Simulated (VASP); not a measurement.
Runs of VASP 6.6.1 on LiH. The structure is that of space group Fm-3m (No. 225), or close to it. The cells are those of the table. 

```csv
task,cell,k mesh,cutoff (eV),smearing,gap on the mesh (eV)
single point,"a = 2.888, b = 2.888, c = 2.852 Å, angles 59.6, 59.6, 90.0°, 2 atoms",10 × 10 × 10,520,gaussian 0.01 eV,(a)
single point,"a = 2.803, b = 2.803, c = 2.822 Å, angles 60.2, 60.2, 90.0°, 2 atoms",10 × 10 × 10,520,gaussian 0.01 eV,(b)
single point,"a = 2.775, b = 2.775, c = 2.812 Å, angles 60.4, 60.4, 90.0°, 2 atoms",10 × 10 × 10,520,gaussian 0.01 eV,3.24
single point,"a = 2.846, b = 2.846, c = 2.837 Å, angles 59.9, 59.9, 90.0°, 2 atoms",10 × 10 × 10,520,gaussian 0.01 eV,3.53
single point,"a = 2.832 Å, angles 60.0, 60.0, 90.0°, 2 atoms",10 × 10 × 10,520,gaussian 0.01 eV,3.58
single point,"a = 2.832 Å, angles 60.0, 60.0, 90.0°, 2 atoms",14 × 14 × 14,520,fermi-dirac 0.05 eV,3.58
single point,"a = 2.860, b = 2.860, c = 2.842 Å, angles 59.8, 59.8, 90.0°, 2 atoms",10 × 10 × 10,520,gaussian 0.01 eV,3.47
relaxation of cell and atoms,"relaxed from a = 2.880 Å, angles 60.0, 60.0, 90.0°, 2 atoms",14 × 14 × 14,600,fermi-dirac 0.05 eV,3.57
```

Alike in all rows: level r2SCAN; potentials or basis VASP PAW PBE potentials, release 64 (Li_sv, H); no spin polarisation.

Fill in the values left out.

(a) 3.36; (b) 3.41.

A k mesh can miss the band edges.
